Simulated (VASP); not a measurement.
Here is a VASP 6.6.1 calculation.

Contents of INCAR:

```
  ALGO = Normal
  EDIFF = 1E-7
  EDIFFG = -0.04
  ENCUT = 600
  GGA = PE
  GGA_COMPAT = F
  IBRION = 2
  ISIF = 3
  ISMEAR = 0
  LASPH = T
  LCHARG = F
  LMAXMIX = 6
  LREAL = F
  LWAVE = F
  NELM = 200
  NELMIN = 4
  NSW = 90
  PREC = Accurate
  SIGMA = 0.1
```

File KPOINTS:

```
k-points
0
Gamma
  6 6 4
```

The input POSCAR:

```
KHoC
1.0
    5.6424388500      0.0000000000      0.0000000000
   -2.8212194200      4.8864953800      0.0000000000
    0.0000000000      0.0000000000      6.1563082900
K Ho C
2 2 2
Direct
    0.3333333300      0.6666666700      0.0000000000
    0.6666666700      0.3333333300      0.0000000000
    0.0000000000      0.0000000000      0.0000000000
    0.0000000000      0.0000000000      0.5000000000
    0.3333333300      0.6666666700      0.5000000000
    0.6666666700      0.3333333300      0.5000000000
```

Potentials or basis: VASP PAW PBE potentials, release 64 (K_sv, Ho_3, C), 4f in core.

The run is started by

```console
$ cat potpaw_PBE.64/K_sv/POTCAR potpaw_PBE.64/Ho_3/POTCAR potpaw_PBE.64/C/POTCAR > POTCAR
$ mpirun -np 1 vasp_std > vasp.out
```

Predict the band gap on the k mesh.

zero (bands 22 and 23 overlap by 0.57 eV).

Predict the relaxed cell.

a = 5.506 Å, b = 5.506 Å, c = 5.888 Å, α = 90.00°, β = 90.00°, γ = 120.00°.

Predict the space group after relaxing (to 0.1 Å).

P6/mmm (No. 191).

Estimate the relaxed volume.

25.76 Å³/atom.

Final structure:
```cif
data_structure
_symmetry_space_group_name_H-M 'P 1'
_symmetry_Int_Tables_number 1
_cell_length_a 5.5056
_cell_length_b 5.5056
_cell_length_c 5.8882
_cell_angle_alpha 90.000
_cell_angle_beta 90.000
_cell_angle_gamma 120.000
_cell_volume 154.57
loop_
_atom_site_label
_atom_site_type_symbol
_atom_site_fract_x
_atom_site_fract_y
_atom_site_fract_z
_atom_site_occupancy
K1 K 0.33333 0.66667 0.00000 1
K2 K 0.66667 0.33333 0.00000 1
Ho1 Ho 0.00000 0.00000 0.00000 1
Ho2 Ho 0.00000 0.00000 0.50000 1
C1 C 0.33333 0.66667 0.50000 1
C2 C 0.66667 0.33333 0.50000 1
```

Caveat: spin-orbit coupling is left out, which moves the levels of the heavy elements; the 4f electrons are frozen in the core, so they carry no moment and show no levels. Spin polarisation is off, so any magnetic state and its effect on volume and gap are missing.
